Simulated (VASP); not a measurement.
KF:

```
K F
1.0
     3.65993    0.00000    0.00000
    -1.82997    3.16960    0.00000
     0.00000    0.00000    6.47881
K F
2 2
Cartesian
  0.0000 0.0000 0.0000
  0.0000 0.0000 3.2394
  0.0000 2.1131 1.6197
  1.8300 1.0565 4.8591
```

Base run:

- Program: VASP 6.6.1
- Functional: r2SCAN
- Potentials or basis: VASP PAW PBE potentials, release 64 (K_sv, F)
- Cutoff: 520 eV
- k mesh: 12 × 12 × 4
- Occupations: gaussian, width 0.01 eV
- Spin: no spin polarisation

Its results: band gap on the k mesh 6.87 eV; pressure 0.0 GPa.

Task: After a change of settings the same cell gave: band gap on the k mesh 5.82 eV; pressure -3.0 GPa. Which change was it?
A. functional from r2SCAN to PBE; occupations from gaussian, width 0.01 eV to fermi-dirac, width 0.02 eV
B. functional from r2SCAN to PBE; k mesh from 12 × 12 × 4 to 6 × 6 × 2
C. functional from r2SCAN to LDA; potentials or basis from VASP PAW PBE potentials, release 64 (K_sv, F) to VASP PAW LDA potentials, release 64 (K_sv, F)

Result: C.

Caveats: the PAW data sets were made with another functional, which shifts forces and pressure a little (at least some runs).
